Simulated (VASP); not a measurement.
Write the native input for VASP 6.6.1 that does the following.

```yaml
Task: single point
Functional: PBEsol
Potentials_or_basis: VASP PAW PBE potentials, release 64 (Na_pv, I)
Cutoff: 520 eV
k_mesh: 4 × 4 × 2
Occupations: fermi-dirac, width 0.05 eV
Spin: no spin polarisation
Dipole_correction: no
Further_INCAR_settings: ALGO = Normal; EDIFF = 1e-06; NBANDS = 38
```

The structure of NaI lies in POSCAR:

```
NaI
1.0
    8.3788981517     -3.4355784920      0.0107004332
    7.7604526018      1.0363922580     -0.3904806922
   -4.9123505602      0.0043261101      7.6195519649
Na I
4 4
Direct
    0.2673832824     -0.0207269913      0.4998771741
    0.7670033909      0.9799133625     -0.0000295870
    0.2671429896     -0.0204697086      0.9999484242
    0.7669281182      0.9799184774      0.4999605398
    0.2669683505      0.4798233273      0.2499871751
    0.7673566376      0.4794361745      0.2498754844
    0.2667889145      0.4798844429      0.7498035534
    0.7673127372      0.4795605861      0.7499809772
```

These files were run (other wordings do the same):

INCAR

```
ALGO = Normal
EDIFF = 1E-6
ENCUT = 520
GGA = PS
ISIF = 2
ISMEAR = -1
LASPH = T
LCHARG = T
LELF = T
LREAL = F
LVHAR = T
LWAVE = F
NBANDS = 38
NELM = 100
PREC = Accurate
SIGMA = 0.05
```

KPOINTS

```
k-points
0
Gamma
  4 4 2
```

Potentials or basis: VASP PAW PBE potentials, release 64 (Na_pv, I).

The run is started by

```bash
$ cat potpaw_PBE.64/Na_pv/POTCAR potpaw_PBE.64/I/POTCAR > POTCAR
$ mpirun -np 1 vasp_std > vasp.out
```

It gave:

| Quantity | Value |
| --- | --- |
| Pressure | 0.1 GPa |
| Band gap on the k mesh | 3.58 eV |

Caveat: the PAW data sets were made with another functional, which shifts forces and pressure a little; spin-orbit coupling is left out, which moves the levels of the heavy elements.

Wall time 3.4 min on 1 thread of Intel(R) Xeon(R) 6975P-C (Granite Rapids) (shared host), peak memory 0.67 GiB.
